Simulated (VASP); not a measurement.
Write the native input for VASP 6.6.1 that does the following.

| Property | Result |
| --- | --- |
| Task | single point |
| Functional | PBE |
| Potentials or basis | VASP PAW PBE potentials, release 64 (Y_sv, Zr_sv) |
| Cutoff | 520 eV |
| k mesh | 4 × 4 × 4 |
| Occupations | gaussian, width 0.1 eV |
| Spin | no spin polarisation |
| Dipole correction | no |
| Further INCAR settings | ALGO = Fast; EDIFF = 1e-06; NBANDS = 24 |

The structure of Y2Zr lies in POSCAR:

```
Y2Zr
1.0
    0.0000000000      3.7112724102      3.7112724102
    3.7112724102      0.0000000000      3.7112724102
    3.7112724102      3.7112724102      0.0000000000
Y Zr
2 1
Direct
    0.2500000000      0.2500000000      0.2500000000
    0.7500000000      0.7500000000      0.7500000000
    0.0000000000      0.0000000000      0.0000000000
```

The input as run:

INCAR

```
SYSTEM = Y2Zr
ALGO = Fast
EDIFF = 1E-6
ENCUT = 520
GGA = PE
ISIF = 2
ISMEAR = 0
LASPH = .True.
LCHARG = .True.
LELF = .True.
LREAL = .False.
LVHAR = .True.
LWAVE = .False.
NBANDS = 24
NELM = 80
PREC = Accurate
SIGMA = 0.1
```

KPOINTS

```
k-points
0
Gamma
  4 4 4
  0 0 0
```

Potentials or basis: VASP PAW PBE potentials, release 64 (Y_sv, Zr_sv).

The run is started by

```console
$ cat potpaw_PBE.64/Y_sv/POTCAR potpaw_PBE.64/Zr_sv/POTCAR > POTCAR
$ mpirun -np 1 vasp_std > vasp.out
```

It gave:

| Quantity | Value |
| --- | --- |
| Pressure | 0.0 GPa |
| Band gap on the k mesh | zero (bands 17 and 18 overlap by 0.28 eV) |

Caveat: the k points lie up to 0.37 Å⁻¹ apart.

It took 44 s on 1 thread of Intel(R) Xeon(R) Platinum 8375C CPU @ 2.90GHz (Ice Lake) (shared host), peak memory 0.25 GiB.
